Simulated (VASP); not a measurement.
## GaN: single point with r2SCAN

GaN:

```
Ga N
1.0
     0.00000    2.08743    2.08743
     2.08743    0.00000    2.08743
     2.08743    2.08743    0.00000
Ga N
1 1
Direct
  0.00000 0.00000 0.00000
  0.50000 0.50000 0.50000
```

This cell differs from its parent crystal: strain -1.0%.

```json
{
  "Program": "VASP 6.6.1",
  "Task": "single point",
  "Functional": "r2SCAN",
  "Potentials or basis": "VASP PAW PBE potentials, release 64 (Ga_d, N)",
  "Cutoff": "520 eV",
  "k mesh": "10 × 10 × 10",
  "Occupations": "gaussian, width 0.01 eV",
  "Spin": "no spin polarisation"
}
```

The pressure is 9.3 GPa and the band gap on the k mesh is 1.38 eV, indirect (least direct gap 3.82 eV).

Levels at points of the mesh, in eV from the valence-band top:
| k point | band 6 | band 7 | band 8 | band 9 | band 10 | band 11 | band 12 | band 13 |
| --- | --- | --- | --- | --- | --- | --- | --- | --- |
| (0.00, 0.00, 0.00) | -14.26 | -0.54 | -0.54 | -0.54 | 3.27 | 15.70 | 15.70 | 15.70 |
| (0.50, 0.00, 0.00) | -14.10 | -8.52 | -0.15 | -0.15 | 5.56 | 10.07 | 10.07 | 10.88 |
| (0.50, 0.50, 0.00) | -11.42 | -7.49 | -3.24 | -3.24 | 1.38 | 8.57 | 13.48 | 16.20 |

It took 2.4 min on 1 thread of AMD EPYC 7R13 (shared host), peak memory 0.12 GiB.

Caveat: the cell differs from its parent crystal (strain -1.0%); the PAW data sets were made with another functional, which shifts forces and pressure a little. A k mesh can miss the band edges.
